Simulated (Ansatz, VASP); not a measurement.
# BaTiO3: VASP beside Ansatz

```
Ba Ti O
1.0
     2.80185    1.61765    2.30006
    -2.80185    1.61765    2.30006
     0.00000   -3.23530    2.30006
Ba Ti O
1 1 3
Direct
  0.99934 0.99934 0.99934
  0.48933 0.48933 0.48933
  0.50842 0.50842 0.01368
  0.01368 0.50842 0.50842
  0.50842 0.01368 0.50842
```

Alike in both runs: functional r2SCAN; k mesh 8 × 8 × 8; occupations fermi-dirac, width 0.02 eV; no spin polarisation.

Ansatz relaxed the structure, and its values are those at the end. VASP's run is a single point on that final structure, the one shown.

```csv
,VASP,Ansatz
version,VASP 6.6.1,Ansatz 0.2.0
potentials or method,"VASP PAW PBE potentials, release 64 (Ba_sv, Ti_sv, O), cutoff 520 eV",PAW plane waves
valence electrons in the cell,40,40
```

|  | VASP | Ansatz | Ansatz less VASP |
| --- | --- | --- | --- |
| gap on the k mesh at the Fermi level (eV) | 2.59 | 2.62 | +0.032 |
| pressure (GPa) | 7.5 | 5.4 | -2.13 |
| rms of the force components (eV/Å) | 0.048 | 0.001 | -0.0469 |

VASP's potentials were made for PBE, not for r2SCAN. With one functional, cell and mesh, what is left measures potentials, basis and numerics. Ansatz's warnings: stress scf threshold loose.

Spin-orbit coupling is off throughout.
